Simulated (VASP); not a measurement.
# Sb in VASP: notebook

Runs on Sb. Level: PBE. Tasks: single point.

Program: VASP 6.6.1. These are calculated values, not measurements. Logs are shortened: lines on timing, memory, paths and dates and some standing lists are left out, and cuts for length are marked.

**1. The cell of the first run**

The cell holds a slab with vacuum, 4 atoms: a = 3.388 Å, b = 3.388 Å, c = 23.187 Å, α = 90.00°, β = 90.00°, γ = 90.00°.

**2. Single point, PBE**

Input file INCAR:

```
PREC     = Accurate       # precision mode
ENCUT    = 520            # plane-wave cutoff, eV
EDIFF    = 1E-6           # SCF threshold, eV
ISMEAR   = -1             # smearing method
SIGMA    = 0.05           # smearing width, eV
LREAL    = F              # projectors in reciprocal space
LASPH    = T              # aspherical terms in the spheres
NELM     = 100            # most SCF steps
ALGO     = Normal         # electronic algorithm
ISIF     = 2              # what is computed and relaxed
LWAVE    = F              # write WAVECAR
LCHARG   = F              # write CHGCAR
LDIPOL   = T            
IDIPOL   = 3            
DIPOL    = 0.5 0.5 0.500
GGA      = PE             # functional
NBANDS   = 18             # bands
```

Input file KPOINTS:

```
Automatic mesh
0
Gamma
  10 10 1
```

Input file POSCAR:

```
Sb
1.0
    3.3880510193      0.0000000000      0.0000000000
    0.0000000000      3.3880510193      0.0000000000
    0.0000000000      0.0000000000     23.1871000000
Sb
4
Direct
    0.2500000000      0.2500000000      0.3450185329
    0.7500000000      0.7500000000      0.4483395105
    0.2500000000      0.2500000000      0.5516604888
    0.7500000000      0.7500000000      0.6549814671
```

Potentials or basis: VASP PAW PBE potentials, release 64 (Sb).

On the command line:

```console
$ cat potpaw_PBE.64/Sb/POTCAR > POTCAR
$ mpirun -np 1 vasp_std > vasp.out
```

OUTCAR:

```text
PREC = Accurate
   ENCUT = 520
   EDIFF = 1E-6
   ISMEAR = -1
   LREAL = F
   LASPH = T
   NELM = 100
   ISIF = 2
   GGA = PE

 ion  position               nearest neighbor table
   1  0.250  0.250  0.345-   2 3.39   2 3.39   2 3.39   2 3.39
   2  0.750  0.750  0.448-   1 3.39   1 3.39   1 3.39   1 3.39   3 3.39   3 3.39   3 3.39   3 3.39

   3  0.250  0.250  0.552-   4 3.39   4 3.39   4 3.39   4 3.39   2 3.39   2 3.39   2 3.39   2 3.39

   4  0.750  0.750  0.655-   3 3.39   3 3.39   3 3.39   3 3.39

  LATTYP: Found a simple tetragonal cell.
 ALAT       =     3.3880510193
 C/A-ratio  =     6.8437871413

  Lattice vectors:

 A1 = (   3.3880510193,   0.0000000000,   0.0000000000)
 A2 = (   0.0000000000,   3.3880510193,   0.0000000000)
 A3 = (   0.0000000000,   0.0000000000,  23.1871000000)

Analysis of symmetry for initial positions (statically):
=====================================================================
 Subroutine PRICEL returns:
 Original cell was already a primitive cell.

 Routine SETGRP: Setting up the symmetry group for a
 simple tetragonal supercell.

 Subroutine GETGRP returns: Found 16 space group operations
 (whereof  4 operations were pure point group operations)
 out of a pool of 16 trial point group operations.

The static configuration has the point symmetry C_2h.
 The point group associated with its full space group is D_4h.

Analysis of symmetry for dynamics (positions and initial velocities):
=====================================================================
 Subroutine PRICEL returns:
 Original cell was already a primitive cell.

 Routine SETGRP: Setting up the symmetry group for a
 simple tetragonal supercell.

 Subroutine GETGRP returns: Found 16 space group operations
 (whereof  4 operations were pure point group operations)
 out of a pool of 16 trial point group operations.

The dynamic configuration has the point symmetry C_2h.
 The point group associated with its full space group is D_4h.

 Subroutine INISYM returns: Found 16 space group operations
 (whereof  4 operations are pure point group operations),
 and found     1 'primitive' translations

----------------------------------------------------------------------------------------

                                     Primitive cell

  volume of cell :     266.1622

  direct lattice vectors                    reciprocal lattice vectors
     3.388051019  0.000000000  0.000000000     0.295154941  0.000000000  0.000000000
     0.000000000  3.388051019  0.000000000     0.000000000  0.295154941  0.000000000
     0.000000000  0.000000000 23.187100000     0.000000000  0.000000000  0.043127429

  length of vectors
     3.388051019  3.388051019 23.187100000     0.295154941  0.295154941  0.043127429

  position of ions in fractional coordinates (direct lattice)
     0.250000000  0.250000000  0.345018533
     0.750000000  0.750000000  0.448339510
     0.250000000  0.250000000  0.551660489
     0.750000000  0.750000000  0.654981467

  ion indices of the primitive-cell ions
   primitive index   ion index
                 1           1
                 2           2
                 3           3
                 4           4

----------------------------------------------------------------------------------------

 KPOINTS: Automatic mesh

Automatic generation of k-mesh.
 Grid dimensions read from file:
 generate k-points for:   10   10    1

 Generating k-lattice:

  Cartesian coordinates                     Fractional coordinates (reciprocal lattice)
     0.029515494  0.000000000  0.000000000     0.100000000  0.000000000  0.000000000
     0.000000000  0.029515494  0.000000000     0.000000000  0.100000000  0.000000000
     0.000000000  0.000000000  0.043127429     0.000000000  0.000000000  1.000000000

  Length of vectors
     0.029515494  0.029515494  0.043127429

  Shift w.r.t. Gamma in fractional coordinates (k-lattice)
     0.000000000  0.000000000  0.000000000

 Subroutine IBZKPT returns following result:
 ===========================================

 Found     21 irreducible k-points:

 Following reciprocal coordinates:
            Coordinates               Weight
  0.000000  0.000000  0.000000      1.000000
  0.100000  0.000000  0.000000      4.000000
  0.200000  0.000000  0.000000      4.000000
  0.300000  0.000000  0.000000      4.000000
  0.400000  0.000000  0.000000      4.000000
  0.500000  0.000000  0.000000      2.000000
[... 13 lines left out ...]
  0.500000  0.400000  0.000000      4.000000
  0.500000  0.500000  0.000000      1.000000
   k-points           NKPTS =     21   k-points in BZ     NKDIM =     21   number of bands    NBANDS=     18
   number of dos      NEDOS =    301   number of ions     NIONS =      4
   total plane-waves  NPLWV = 141120
   dimension x,y,z NGX =    28 NGY =   28 NGZ =  180
   dimension x,y,z NGXF=    56 NGYF=   56 NGZF=  360
   ions per type =               4
   NGX,Y,Z   is equivalent  to a cutoff of  13.74, 13.74, 12.91 a.u.
   NGXF,Y,Z  is equivalent  to a cutoff of  27.48, 27.48, 25.81 a.u.
 SYSTEM =  unknown system
   PREC   = accura    normal or accurate (medium, high low for compatibility)
   ISTART =      0    job   : 0-new  1-cont  2-samecut
   ICHARG =      2    charge: 1-file 2-atom 10-const
   ISPIN  =      1    spin polarized calculation?
   LNONCOLLINEAR =      F non collinear calculations
   LSORBIT =      F    spin-orbit coupling
   LASPH  =      T    aspherical Exc in radial PAW
   ENCUT  =  520.0 eV  38.22 Ry    6.18 a.u.   6.30  6.30 43.11*2*pi/ulx,y,z
   NELM   =    100;   NELMIN=  2; NELMDL= -5     # of ELM steps
   EDIFF  = 0.1E-05   stopping-criterion for ELM
   LREAL  =      F    real-space projection
   EDIFFG = 0.1E-04   stopping-criterion for IOM
   NSW    =      0    number of steps for IOM
   IBRION =     -1    ionic relax: 0-MD 1-quasi-New 2-CG
   NFREE  =      0    steps in history (QN), initial steepest desc. (CG)
   ISIF   =      2    stress and relaxation
   ISYM   =      2    0-nonsym 1-usesym 2-fastsym
   POTIM  = 0.5000    time-step for ionic-motion
   TEBEG  =    0.0;   TEEND  =   0.0 temperature during run
   PSTRESS=    0.0 pullay stress
   NELECT =      20.0000    total number of electrons
   NUPDOWN=      -1.0000    fix difference up-down
   EMIN   =  10.00;   EMAX   =-10.00  energy-range for DOS
   EFERMI =   0.00;   METHOD = LEGACY
   ISMEAR =    -1;   SIGMA  =   0.05  broadening in eV -4-tet -1-fermi 0-gaus
   EFERMI_NEDOS =   21; number of points for ismear=-14 and -15
   IALGO  =     38    algorithm
   IMIX   =      4    mixing-type and parameters
     AMIX     =   0.40;   BMIX     =  1.00
     AMIX_MAG =   1.60;   BMIX_MAG =  1.00
  volume/ion in A,a.u.               =      66.54       449.04
  Fermi-wavevector in a.u.,A,eV,Ry     =   0.690827  1.305474  6.493273  0.477242
  Thomas-Fermi vector in A             =   1.772306
   LORBIT       =      0    0 simple, 1 ext, 2 COOP (PROOUT), +10 PAW based schemes
   GGA     = PE    functional components
[... 5 lines left out ...]
 non-spin polarized calculation
  energy-cutoff  :      520.00
  volume of cell :      266.16
 maximum number of plane-waves:      7208
 NGX is ok and might be reduce to    28
   NGX = 13   NGY = 13   NGZ = 87

 number of electron      19.9999998 magnetization

 dipolmoment           0.000000      0.000000      0.000000 electrons x Angstroem

 Free energy of the ion-electron system (eV)
  ---------------------------------------------------
  ext. energy  EPLUGINS =         0.00000000
  ---------------------------------------------------
  free energy    TOTEN  =       -14.80165917 eV

  energy without entropy =      -14.77131781  energy(sigma->0) =      -14.78648849

 E-fermi :   0.8516     XC(G=0):  -4.9000

 val. band max:        0.8220516299   @ k =   0.4000   0.4000   0.0000
 cond. band min:       0.8729943671   @ k =   0.2000   0.1000   0.0000
 fundamental gap:      0.0509427372
 Fermi energy:         0.8515696473

 k-point     1 :       0.0000    0.0000    0.0000
  band No.  band energies     occupation
      1     -11.5624      2.00000
      2     -10.5276      2.00000
      3      -9.0807      2.00000
      4      -7.4859      2.00000
      5      -2.9841      2.00000
      6      -0.7590      2.00000
[... 10 lines left out ...]
     17       5.4465      0.00000
     18       5.4750      0.00000

 k-point     2 :       0.1000    0.0000    0.0000
  band No.  band energies     occupation
      1     -11.4344      2.00000
      2     -10.4048      2.00000
      3      -8.9718      2.00000
      4      -7.4151      2.00000
      5      -2.8710      2.00000
      6      -0.8903      2.00000
[... 10 lines left out ...]
     17       5.4038      0.00000
     18       5.4914      0.00000

 k-point     3 :       0.2000    0.0000    0.0000
  band No.  band energies     occupation
      1     -11.0531      2.00000
      2     -10.0421      2.00000
      3      -8.6603      2.00000
      4      -7.2514      2.00000
      5      -2.5973      2.00000
      6      -1.8681      2.00000
[... 10 lines left out ...]
     17       5.3516      0.00000
     18       5.5709      0.00000

 k-point     4 :       0.3000    0.0000    0.0000
  band No.  band energies     occupation
      1     -10.4288      2.00000
      2      -9.4627      2.00000
      3      -8.2142      2.00000
      4      -7.2026      2.00000
      5      -3.0913      2.00000
      6      -2.9386      2.00000
[... 312 lines left out ...]
      4      -6.5043      2.00000
      5      -3.2976      2.00000
      6      -2.3085      2.00000
[... 10 lines left out ...]
     17       5.2586      0.00000
     18       6.2373      0.00000

 k-point    20 :       0.5000    0.4000    0.0000
  band No.  band energies     occupation
      1      -6.9721      2.00000
      2      -6.9721      2.00000
      3      -6.4779      2.00000
      4      -6.4779      2.00000
      5      -3.1266      2.00000
      6      -3.1266      2.00000
[... 10 lines left out ...]
     17       5.3882      0.00000
     18       5.3882      0.00000

 k-point    21 :       0.5000    0.5000    0.0000
  band No.  band energies     occupation
      1      -6.6234      2.00000
      2      -6.6234      2.00000
      3      -6.1839      2.00000
      4      -6.1839      2.00000
      5      -3.5796      2.00000
      6      -3.5796      2.00000
[... 10 lines left out ...]
     17       5.2850      0.00000
     18       5.2850      0.00000

------------------------ aborting loop because EDIFF is reached ----------------------------------------

 vacuum level on the upper side and lower side of the slab       (xc-potential included)        -0.107        -0.107

  FORCE on cell =-STRESS in cart. coord.  units (eV):
  Direction    XX          YY          ZZ          XY          YZ          ZX
  --------------------------------------------------------------------------------------
  -------------------------------------------------------------------------------------
  Total       -2.5807022     -2.5807022     -0.7627757      0.0000000      0.0000000      0.0000000
  in kB      -15.5346742    -15.5346742     -4.5915692      0.0000000      0.0000000      0.0000000
  external PRESSURE =     -11.8869726 kB  Pullay stress =       0.0000000 kB

 VOLUME and BASIS-vectors are now :
 -----------------------------------------------------------------------------
  energy-cutoff  :      520.00
  volume of cell :      266.16
      direct lattice vectors                 reciprocal lattice vectors
     3.388051019  0.000000000  0.000000000     0.295154941  0.000000000  0.000000000
     0.000000000  3.388051019  0.000000000     0.000000000  0.295154941  0.000000000
     0.000000000  0.000000000 23.187100000     0.000000000  0.000000000  0.043127429

 POSITION                                       TOTAL-FORCE (eV/Angst)
 -----------------------------------------------------------------------------------
      0.84701      0.84701      7.99998        -0.000000     -0.000000      0.202176
      2.54104      2.54104     10.39569         0.000000     -0.000000     -0.291166
      0.84701      0.84701     12.79141         0.000000      0.000000      0.291166
      2.54104      2.54104     15.18712        -0.000000      0.000000     -0.202176
 -----------------------------------------------------------------------------------
    total drift:                               -0.000000     -0.000000      0.000006

  FREE ENERGIE OF THE ION-ELECTRON SYSTEM (eV)
  ---------------------------------------------------
  free  energy   TOTEN  =       -14.8016591707 eV

  energy  without entropy=      -14.7713178118  energy(sigma->0) =      -14.78648849

 vacuum level on the upper side and lower side of the slab         5.085         5.085
```

Wall time 4.6 min (1 thread of AMD EPYC 7R13, shared host); peak memory 0.37 GiB.

What came out:

```yaml
Free_energy: -14.8017 eV
Largest_force: 0.291 eV/Å
Band_gap_on_the_k_mesh: zero (band 10 reaches 2.66 eV, above the bottom of band 11 at -0.51 eV)
```

Forces on the atoms (eV/Å):
```
Sb   0.000  0.000  0.202
Sb   0.000  0.000 -0.291
Sb   0.000  0.000  0.291
Sb   0.000  0.000 -0.202
```

Caveat: spin-orbit coupling is left out, which moves the levels of the heavy elements.

**3. Single point, PBE**

Input file INCAR:

```
SYSTEM = Sb
PREC = Accurate
ENCUT = 520
EDIFF = 1E-6
ISMEAR = -1
SIGMA = 0.05
LREAL = .False.
LASPH = .True.
NELM = 60
ALGO = Normal
ISIF = 2
LWAVE = .False.
LCHARG = .True.
LDIPOL = .True.
IDIPOL = 3
DIPOL = 0.5 0.5 0.500
GGA = PE
LELF = .True.
LVHAR = .True.
LVACPOTAV = .True.
NBANDS = 18
```

Input file KPOINTS:

```
regular mesh
0
Gamma
  10 10 1
  0 0 0
```

Input file POSCAR:

```
Sb
1.0
    3.3880510193      0.0000000000      0.0000000000
    0.0000000000      3.3880510193      0.0000000000
    0.0000000000      0.0000000000     23.1871000000
Sb
4
Direct
    0.2500000000      0.2500000000      0.3572124711
    0.7500000000      0.7500000000      0.4419202006
    0.2500000000      0.2500000000      0.5580797843
    0.7500000000      0.7500000000      0.6427875433
```

Potentials or basis: VASP PAW PBE potentials, release 64 (Sb).

On the command line:

```console
$ cat potpaw_PBE.64/Sb/POTCAR > POTCAR
$ mpirun -np 1 vasp_std > vasp.out
```

It took 5.2 min on 1 thread of AMD EPYC 7R13, shared host; peak memory 0.37 GiB.

It converged, with:

```yaml
Free_energy: -14.9221 eV
Largest_force: 0.009 eV/Å
Band_gap_on_the_k_mesh: zero (band 10 reaches 2.11 eV, above the bottom of band 11 at -0.04 eV)
```

Forces in eV/Å, atoms in the order of the input:
```
Sb   0.000  0.000 -0.003
Sb   0.000  0.000  0.009
Sb   0.000  0.000 -0.009
Sb   0.000  0.000  0.003
```

Levels at points of the mesh, in eV from the Fermi level:
| k point | band 8 | band 9 | band 10 | band 11 | band 12 | band 13 |
| --- | --- | --- | --- | --- | --- | --- |
| (0.00, 0.00, 0.00) | 0.21 | 0.73 | 0.73 | 1.48 | 3.10 | 3.67 |
| (0.50, 0.00, 0.00) | -3.38 | 0.35 | 0.35 | 2.56 | 2.56 | 3.13 |
| (0.50, 0.50, 0.00) | -4.40 | -1.27 | -1.27 | -0.99 | -0.99 | 0.13 |

Caveat: spin-orbit coupling is left out, which moves the levels of the heavy elements.

**4. Single point, PBE**

Input file INCAR:

```
PREC = Accurate
ENCUT = 520
EDIFF = 1E-6
ISMEAR = -1
SIGMA = 0.05
LREAL = False
LASPH = True
NELM = 80
ALGO = Normal
ISIF = 2
LWAVE = False
LCHARG = False
LDIPOL = True
IDIPOL = 3
DIPOL = 0.5 0.5 0.500
GGA = PE
NBANDS = 18
```

Input file KPOINTS:

```
Automatic mesh
0
Gamma
  10 10 1
```

POSCAR is that of step 3.

On the command line:

```console
$ cat potpaw_PBE.64/Sb/POTCAR > POTCAR
$ mpirun -np 1 vasp_std > vasp.out
```

Wall time 4.9 min (1 thread of AMD EPYC 7R13, shared host); peak memory 0.37 GiB.

It converged, with:

```
Free energy            : -14.9221 eV
Largest force          : 0.009 eV/Å
Band gap on the k mesh : zero (band 10 reaches 2.11 eV, above the bottom of band 11 at -0.04 eV)
```

Forces in eV/Å, atoms in the order of the input:
```
Sb   0.000  0.000 -0.003
Sb   0.000  0.000  0.009
Sb   0.000  0.000 -0.009
Sb   0.000  0.000  0.003
```

Levels at points of the mesh, in eV from the Fermi level:
| k point | band 7 | band 8 | band 9 | band 10 | band 11 | band 12 | band 13 | band 14 |
| --- | --- | --- | --- | --- | --- | --- | --- | --- |
| (0.00, 0.00, 0.00) | 0.21 | 0.21 | 0.73 | 0.73 | 1.48 | 3.10 | 3.67 | 3.73 |
| (0.50, 0.00, 0.00) | -3.38 | -3.38 | 0.35 | 0.35 | 2.56 | 2.56 | 3.13 | 3.13 |
| (0.50, 0.50, 0.00) | -4.40 | -4.40 | -1.27 | -1.27 | -0.99 | -0.99 | 0.13 | 0.13 |

Caveat: spin-orbit coupling is left out, which moves the levels of the heavy elements.
